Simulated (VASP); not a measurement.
# Be3ZnSe4 (P-4m2) in VASP: density of states with PBE

Aim: the density of states of Be3ZnSe4 with PBE.

Everything below comes from runs of VASP 6.6.1. Logs are shortened: lines on timing, memory, paths and dates and some standing lists are left out, and cuts for length are marked.

### 1 The cell of the first run

It takes space group P-4m2 (No. 115, tetragonal). Conventional cell: a = 3.746 Å, b = 3.746 Å, c = 10.720 Å, α = 90.00°, β = 90.00°, γ = 90.00°. Within 3.0 Å of Be (site symmetry 2mm) lie 4 Se at 2.25 to 2.27 Å. Within 3.0 Å of Be (site symmetry -4m2) lie 4 Se at 2.26 Å. Zn (site symmetry -4m2) has 4 Se at 2.44 Å within 3.2 Å. Se (site symmetry 2mm) has 4 Be at 2.26 to 2.27 Å within 3.0 Å. Within 3.0 Å of Se (site symmetry 2mm) lie 2 Be at 2.25 Å and 2 Zn at 2.44 Å.

### 2 Density of states, PBE

POSCAR reads:

```
Be3ZnSe4
1.0
    3.7459511945      0.0000000000      0.0000000000
    0.0000000000      3.7459511945      0.0000000000
    0.0000000000      0.0000000000     10.7198059808
Be Zn Se
3 1 4
Direct
    0.5000000000      0.5000000000      0.2625378631
    0.0000000000      0.0000000000      0.5000000000
    0.5000000000      0.5000000000      0.7374621369
    0.0000000000      0.0000000000      0.0000000000
    0.5000000000      0.0000000000      0.3814309224
    0.0000000000      0.5000000000      0.6185690776
    0.5000000000      0.0000000000      0.8542124001
    0.0000000000      0.5000000000      0.1457875999
```

INCAR.step1 reads:

```
ALGO = Normal ; EDIFF = 1E-6
ENCUT = 520 ; GGA = PE
ISIF = 2 ; ISMEAR = 0
LASPH = True ; LCHARG = True
LREAL = False ; LWAVE = False
NBANDS = 31 ; NELM = 80
PREC = Accurate ; SIGMA = 0.02
```

KPOINTS.step1 reads:

```
k-points
0
Gamma
  6 6 2
```

INCAR.step2 reads:

```
ALGO = Normal ; EDIFF = 1E-6
ENCUT = 520 ; GGA = PE
ICHARG = 11 ; ISIF = 2
ISMEAR = -5 ; LASPH = True
LCHARG = False ; LORBIT = 11
LREAL = False ; LWAVE = False
NEDOS = 2001 ; NELM = 80
PREC = Accurate ; SIGMA = 0.02
```

KPOINTS.step2 reads:

```
k-points
0
Gamma
  9 9 3
```

Potentials or basis: VASP PAW PBE potentials, release 64 (Be, Zn, Se).

On the command line:

```sh
cat potpaw_PBE.64/Be/POTCAR potpaw_PBE.64/Zn/POTCAR potpaw_PBE.64/Se/POTCAR > POTCAR
cp INCAR.step1 INCAR
cp KPOINTS.step1 KPOINTS
mpirun -np 1 vasp_std > vasp.out
cp INCAR.step2 INCAR
cp KPOINTS.step2 KPOINTS
mpirun -np 1 vasp_std > vasp.out
```

OUTCAR:

```text
EDIFF = 1E-6
   ENCUT = 520
   GGA = PE
   ICHARG = 11
   ISIF = 2
   ISMEAR = -5
   LASPH = True
   LORBIT = 11
   LREAL = False
   NELM = 80
   PREC = Accurate

 ion  position               nearest neighbor table
   1  0.500  0.500  0.263-   8 2.25   8 2.25   5 2.27   5 2.27
   2  0.000  0.000  0.500-   5 2.26   6 2.26   6 2.26   5 2.26
   3  0.500  0.500  0.737-   7 2.25   7 2.25   6 2.27   6 2.27
   4  0.000  0.000  0.000-   7 2.44   8 2.44   8 2.44   7 2.44
   5  0.500  0.000  0.381-   2 2.26   2 2.26   1 2.27   1 2.27
   6  0.000  0.500  0.619-   2 2.26   2 2.26   3 2.27   3 2.27
   7  0.500  0.000  0.854-   3 2.25   3 2.25   4 2.44   4 2.44
   8  0.000  0.500  0.146-   1 2.25   1 2.25   4 2.44   4 2.44

  LATTYP: Found a simple tetragonal cell.
 ALAT       =     3.7459511945
 C/A-ratio  =     2.8617046577

  Lattice vectors:

 A1 = (   3.7459511945,   0.0000000000,   0.0000000000)
 A2 = (   0.0000000000,   3.7459511945,   0.0000000000)
 A3 = (   0.0000000000,   0.0000000000,  10.7198059808)

Analysis of symmetry for initial positions (statically):
=====================================================================
 Subroutine PRICEL returns:
 Original cell was already a primitive cell.

 Routine SETGRP: Setting up the symmetry group for a
 simple tetragonal supercell.

 Subroutine GETGRP returns: Found  8 space group operations
 (whereof  8 operations were pure point group operations)
 out of a pool of 16 trial point group operations.

The static configuration has the point symmetry D_2d.

Analysis of symmetry for dynamics (positions and initial velocities):
=====================================================================
 Subroutine PRICEL returns:
 Original cell was already a primitive cell.

 Routine SETGRP: Setting up the symmetry group for a
 simple tetragonal supercell.

 Subroutine GETGRP returns: Found  8 space group operations
 (whereof  8 operations were pure point group operations)
 out of a pool of 16 trial point group operations.

The dynamic configuration has the point symmetry D_2d.

 Subroutine INISYM returns: Found  8 space group operations
 (whereof  8 operations are pure point group operations),
 and found     1 'primitive' translations

----------------------------------------------------------------------------------------

                                     Primitive cell

  volume of cell :     150.4219

  direct lattice vectors                    reciprocal lattice vectors
     3.745951194  0.000000000  0.000000000     0.266954893  0.000000000  0.000000000
     0.000000000  3.745951194  0.000000000     0.000000000  0.266954893  0.000000000
     0.000000000  0.000000000 10.719805981     0.000000000  0.000000000  0.093285270

  length of vectors
     3.745951194  3.745951194 10.719805981     0.266954893  0.266954893  0.093285270

  position of ions in fractional coordinates (direct lattice)
     0.500000000  0.500000000  0.262537863
     0.000000000  0.000000000  0.500000000
     0.500000000  0.500000000  0.737462137
     0.000000000  0.000000000  0.000000000
     0.500000000  0.000000000  0.381430922
     0.000000000  0.500000000  0.618569078
     0.500000000  0.000000000  0.854212400
     0.000000000  0.500000000  0.145787600

  ion indices of the primitive-cell ions
   primitive index   ion index
                 1           1
                 2           2
                 3           3
                 4           4
                 5           5
                 6           6
                 7           7
                 8           8

----------------------------------------------------------------------------------------

 KPOINTS: k-points

Automatic generation of k-mesh.
 Grid dimensions read from file:
 generate k-points for:    9    9    3

 Generating k-lattice:

  Cartesian coordinates                     Fractional coordinates (reciprocal lattice)
     0.029661655  0.000000000  0.000000000     0.111111111  0.000000000  0.000000000
     0.000000000  0.029661655  0.000000000     0.000000000  0.111111111  0.000000000
     0.000000000  0.000000000  0.031095090     0.000000000  0.000000000  0.333333333

  Length of vectors
     0.029661655  0.029661655  0.031095090

  Shift w.r.t. Gamma in fractional coordinates (k-lattice)
     0.000000000  0.000000000  0.000000000

 TETIRR: Found    352 inequivalent tetrahedra from     1458

 Subroutine IBZKPT returns following result:
 ===========================================

 Found     30 irreducible k-points:

 Following reciprocal coordinates:
            Coordinates               Weight
  0.000000  0.000000  0.000000      1.000000
  0.111111  0.000000  0.000000      4.000000
  0.222222  0.000000  0.000000      4.000000
  0.333333  0.000000  0.000000      4.000000
  0.444444  0.000000  0.000000      4.000000
  0.111111  0.111111  0.000000      4.000000
[... 16 lines left out ...]
  0.333333  0.111111  0.333333     16.000000
  0.444444  0.111111  0.333333     16.000000
 [... further k-points ...]
   k-points           NKPTS =     30   k-points in BZ     NKDIM =     30   number of bands    NBANDS=     26
   number of dos      NEDOS =   2001   number of ions     NIONS =      8
   total plane-waves  NPLWV =  62720
   dimension x,y,z NGX =    28 NGY =   28 NGZ =   80
   dimension x,y,z NGXF=    56 NGYF=   56 NGZF=  160
   ions per type =               3   1   4
   NGX,Y,Z   is equivalent  to a cutoff of  12.43, 12.43, 12.41 a.u.
   NGXF,Y,Z  is equivalent  to a cutoff of  24.85, 24.85, 24.81 a.u.
 SYSTEM =  unknown system
   PREC   = accura    normal or accurate (medium, high low for compatibility)
   ISTART =      0    job   : 0-new  1-cont  2-samecut
   ICHARG =     11    charge: 1-file 2-atom 10-const
   ISPIN  =      1    spin polarized calculation?
   LNONCOLLINEAR =      F non collinear calculations
   LSORBIT =      F    spin-orbit coupling
   LASPH  =      T    aspherical Exc in radial PAW
   ENCUT  =  520.0 eV  38.22 Ry    6.18 a.u.   6.96  6.96 19.93*2*pi/ulx,y,z
   NELM   =     80;   NELMIN=  2; NELMDL=  0     # of ELM steps
   EDIFF  = 0.1E-05   stopping-criterion for ELM
   LREAL  =      F    real-space projection
   EDIFFG = 0.1E-04   stopping-criterion for IOM
   NSW    =      0    number of steps for IOM
   IBRION =     -1    ionic relax: 0-MD 1-quasi-New 2-CG
   NFREE  =      0    steps in history (QN), initial steepest desc. (CG)
   ISIF   =      2    stress and relaxation
   ISYM   =      2    0-nonsym 1-usesym 2-fastsym
   POTIM  = 0.5000    time-step for ionic-motion
   TEBEG  =    0.0;   TEEND  =   0.0 temperature during run
   PSTRESS=    0.0 pullay stress
   NELECT =      42.0000    total number of electrons
   NUPDOWN=      -1.0000    fix difference up-down
   EMIN   =  10.00;   EMAX   =-10.00  energy-range for DOS
   EFERMI =   0.00;   METHOD = LEGACY
   ISMEAR =    -5;   SIGMA  =   0.02  broadening in eV -4-tet -1-fermi 0-gaus
   EFERMI_NEDOS =   21; number of points for ismear=-14 and -15
   IALGO  =     38    algorithm
   IMIX   =      4    mixing-type and parameters
     AMIX     =   0.40;   BMIX     =  1.00
     AMIX_MAG =   1.60;   BMIX_MAG =  1.00
  volume/ion in A,a.u.               =      18.80       126.89
  Fermi-wavevector in a.u.,A,eV,Ry     =   1.070009  2.022024 15.577580  1.144920
  Thomas-Fermi vector in A             =   2.205706
   LORBIT       =     11    0 simple, 1 ext, 2 COOP (PROOUT), +10 PAW based schemes
   GGA     = PE    functional components
   LHFCALC =     F    Hartree Fock is set to
   AEXX    =    0.0000 exact exchange contribution
   IVDW    =     0    specifies the selected vdW correction
   LEPSILON=     F    determine dielectric tensor
   LRPA    =     F    only Hartree local field effects (RPA)
 non-spin polarized calculation
 Fermi weights with tetrahedron method with Bloechl corrections
  energy-cutoff  :      520.00
  volume of cell :      150.42
 maximum number of plane-waves:      4074
 NGX is ok and might be reduce to    28

 number of electron      42.0000031 magnetization

 Free energy of the ion-electron system (eV)
  ---------------------------------------------------
  ext. energy  EPLUGINS =         0.00000000
  ---------------------------------------------------
  free energy    TOTEN  =       -32.42278761 eV

  energy without entropy =      -32.42278761  energy(sigma->0) =      -32.42278761

 E-fermi :   2.7818     XC(G=0):  -9.3338

 val. band max:        2.7810627158   @ k =   0.0000   0.0000   0.0000
 cond. band min:       5.3771872682   @ k =   0.0000   0.0000   0.0000
 fundamental gap:      2.5961245524
 Fermi energy:         2.7818467936

 k-point     1 :       0.0000    0.0000    0.0000
  band No.  band energies     occupation
      1     -10.8588      2.00000
      2     -10.2835      2.00000
      3     -10.0826      2.00000
      4      -9.2892      2.00000
      5      -3.6870      2.00000
      6      -3.6522      2.00000
[... 18 lines left out ...]
     25       6.7109      0.00000
     26       6.7549      0.00000

 k-point     2 :       0.1111    0.0000    0.0000
  band No.  band energies     occupation
      1     -10.7865      2.00000
      2     -10.2310      2.00000
      3     -10.0367      2.00000
      4      -9.2871      2.00000
      5      -3.6842      2.00000
      6      -3.6510      2.00000
[... 18 lines left out ...]
     25       7.0046      0.00000
[... 608 lines left out ...]
     25       7.7392      0.00000
     26       8.2342      0.00000

 k-point    24 :       0.4444    0.1111    0.3333
  band No.  band energies     occupation
      1      -9.8425      2.00000
      2      -9.7687      2.00000
      3      -9.6223      2.00000
      4      -9.5643      2.00000
      5      -3.6681      2.00000
      6      -3.6132      2.00000
[... 18 lines left out ...]
     25       7.8951      0.00000
     26       8.2071      0.00000

 [... further k-points ...]

------------------------ aborting loop because EDIFF is reached ----------------------------------------

  FORCE on cell =-STRESS in cart. coord.  units (eV):
  Direction    XX          YY          ZZ          XY          YZ          ZX
  --------------------------------------------------------------------------------------
  -------------------------------------------------------------------------------------
  Total        0.1368905      0.1368905      0.1975658      0.0000000      0.0000000      0.0000000
  in kB        1.4580510      1.4580510      2.1043170      0.0000000      0.0000000      0.0000000
  external PRESSURE =       1.6734730 kB  Pullay stress =       0.0000000 kB

 VOLUME and BASIS-vectors are now :
 -----------------------------------------------------------------------------
  energy-cutoff  :      520.00
  volume of cell :      150.42
      direct lattice vectors                 reciprocal lattice vectors
     3.745951194  0.000000000  0.000000000     0.266954893  0.000000000  0.000000000
     0.000000000  3.745951194  0.000000000     0.000000000  0.266954893  0.000000000
     0.000000000  0.000000000 10.719805981     0.000000000  0.000000000  0.093285270

 POSITION                                       TOTAL-FORCE (eV/Angst)
 -----------------------------------------------------------------------------------
      1.87298      1.87298      2.81435         0.000000     -0.000000     -0.000381
      0.00000      0.00000      5.35990         0.000000     -0.000000      0.000000
      1.87298      1.87298      7.90545         0.000000      0.000000      0.000381
      0.00000      0.00000      0.00000        -0.000000     -0.000000      0.000000
      1.87298      0.00000      4.08887         0.000000     -0.000000     -0.000388
      0.00000      1.87298      6.63094         0.000000      0.000000      0.000388
      1.87298      0.00000      9.15699         0.000000      0.000000     -0.010577
      0.00000      1.87298      1.56281         0.000000      0.000000      0.010577
 -----------------------------------------------------------------------------------
    total drift:                               -0.000000     -0.000000     -0.000000

  FREE ENERGIE OF THE ION-ELECTRON SYSTEM (eV)
  ---------------------------------------------------
  free  energy   TOTEN  =       -32.4227876124 eV

  energy  without entropy=      -32.4227876124  energy(sigma->0) =      -32.42278761

 total charge

# of ion       s       p       d       tot
------------------------------------------
    1        0.368   0.565   0.000   0.934
    2        0.368   0.565   0.000   0.934
    3        0.368   0.565   0.000   0.934
    4        0.540   0.467   9.787  10.794
    5        1.425   2.494   0.029   3.947
    6        1.425   2.494   0.029   3.947
    7        1.429   2.475   0.031   3.935
    8        1.429   2.475   0.031   3.935
--------------------------------------------------
tot          7.353  12.101   9.905  29.359
```

It took 1.7 min on 1 thread of Intel Xeon Platinum 8488C (Sapphire Rapids), shared host; peak memory 0.29 GiB.

What came out:

| Property | Result |
| --- | --- |
| Valence electrons inside the program's atomic spheres | Be 0.93; Zn 10.79; Se 3.95, 3.94 |

Levels at points of the mesh, in eV from the valence-band top:
```
           k point  band 19  band 20  band 21  band 22  band 23  band 24
(0.00, 0.00, 0.00)    -0.23     0.00     0.00     2.60     2.97     3.44
```
